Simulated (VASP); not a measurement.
Ca: relaxation of cell and atoms with r2SCAN

Ca:

```
Ca
1.0
     3.95159    0.00000    0.00000
    -1.97580    3.42218    0.00000
     0.00000    0.00000    6.45295
Ca
2
Direct
  0.33333 0.66667 0.25000
  0.66667 0.33333 0.75000
```

This isn't the form of Ca at room conditions, which is fcc.

```json
{
  "Program": "VASP 6.6.1",
  "Task": "relaxation of cell and atoms",
  "Functional": "r2SCAN",
  "Potentials or basis": "VASP PAW PBE potentials, release 64 (Ca_sv)",
  "Cutoff": "600 eV",
  "k mesh": "9 × 9 × 5",
  "Occupations": "fermi-dirac, width 0.1 eV",
  "Spin": "no spin polarisation",
  "Dipole correction": "no",
  "Further INCAR settings": "ALGO = Normal; EDIFF = 1e-06; IBRION = 2; EDIFFG = -0.01; NSW = 80; ISIF = 3"
}
```

```yaml
Relaxed_volume: 43.64 Å³/atom
Relaxed_cell: a = 3.943 Å, b = 3.943 Å, c = 6.483 Å, α = 90.00°, β = 90.00°, γ = 120.00°
Space_group_after_relaxing_to_0.1_Å: P6_3/mmc (No. 194)
Energy_gained_by_relaxing: 0.2 meV/atom
Ionic_steps: 3
Pressure_after_relaxing: 0.0 GPa
Band_gap_on_the_k_mesh: zero (bands 10 and 11 overlap by 0.61 eV)
```

Step by step:
```
step  energy change (eV)  largest force (eV/Å)  pressure (GPa)  volume (Å³)
   1              0.0000                0.0000            0.00        87.26
   2             -0.0002                0.0000            0.00        87.27
   3             -0.0003                0.0000           -0.01        87.28
```

Final structure:
```cif
data_structure
_symmetry_space_group_name_H-M 'P 1'
_symmetry_Int_Tables_number 1
_cell_length_a 3.9427
_cell_length_b 3.9427
_cell_length_c 6.4833
_cell_angle_alpha 90.000
_cell_angle_beta 90.000
_cell_angle_gamma 120.000
_cell_volume 87.28
loop_
_atom_site_label
_atom_site_type_symbol
_atom_site_fract_x
_atom_site_fract_y
_atom_site_fract_z
_atom_site_occupancy
Ca1 Ca 0.33333 0.66667 0.25000 1
Ca2 Ca 0.66667 0.33333 0.75000 1
```

Levels at points of the mesh, in eV from the Fermi level:
```tsv
k point	band 7	band 8	band 9	band 10	band 11	band 12	band 13	band 14
(0.00, 0.00, 0.00)	-23.92	-23.91	-4.27	-1.00	-0.38	2.58	2.60	2.60
```

Run time: 10 min on 1 thread of Oxide Virtual Turin-like Processor (shared host), peak memory 0.23 GiB.

Caveat: the PAW data sets were made with another functional, which shifts forces and pressure a little.
